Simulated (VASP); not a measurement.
A run of VASP 6.6.1:

INCAR

```
PREC = Accurate ; ENCUT = 520
EDIFF = 1E-7 ; ISMEAR = 0
SIGMA = 0.05 ; LREAL = F
LASPH = T ; NELM = 80
ALGO = Normal ; ISIF = 2
LWAVE = F ; LCHARG = F
GGA = PE ; NBANDS = 55
```

The input KPOINTS:

```
regular mesh
0
Gamma
  6 6 6
```

POSCAR

```
Ga2O3
1.0
    2.5287245560      1.4599598031      4.7680869745
   -2.5287245560      1.4599598031      4.7680869745
    0.0000000000     -2.9199196063      4.7680869745
Ga O
4 6
Direct
    0.3558687539      0.3558687539      0.3558687539
    0.1441312461      0.1441312461      0.1441312461
    0.6441312461      0.6441312461      0.6441312461
    0.8558687539      0.8558687539      0.8558687539
    0.5531733332      0.9468266668      0.2500000000
    0.2500000000      0.5531733332      0.9468266668
    0.9468266668      0.2500000000      0.5531733332
    0.4468266668      0.0531733332      0.7500000000
    0.7500000000      0.4468266668      0.0531733332
    0.0531733332      0.7500000000      0.4468266668
```

Potentials or basis: VASP PAW PBE potentials, release 64 (Ga_d, O).

Launch:

```bash
$ cat potpaw_PBE.64/Ga_d/POTCAR potpaw_PBE.64/O/POTCAR > POTCAR
$ mpirun -np 1 vasp_std > vasp.out
```

Hardware: 1 thread of Intel Xeon 8259CL, on a shared host.

Problem. How long does it take, and how much memory?

Solution. It took 7.8 min on 1 thread of Intel Xeon 8259CL, with other jobs on the host, peak memory 0.33 GiB. Counts: scf iterations 18, k points 32.
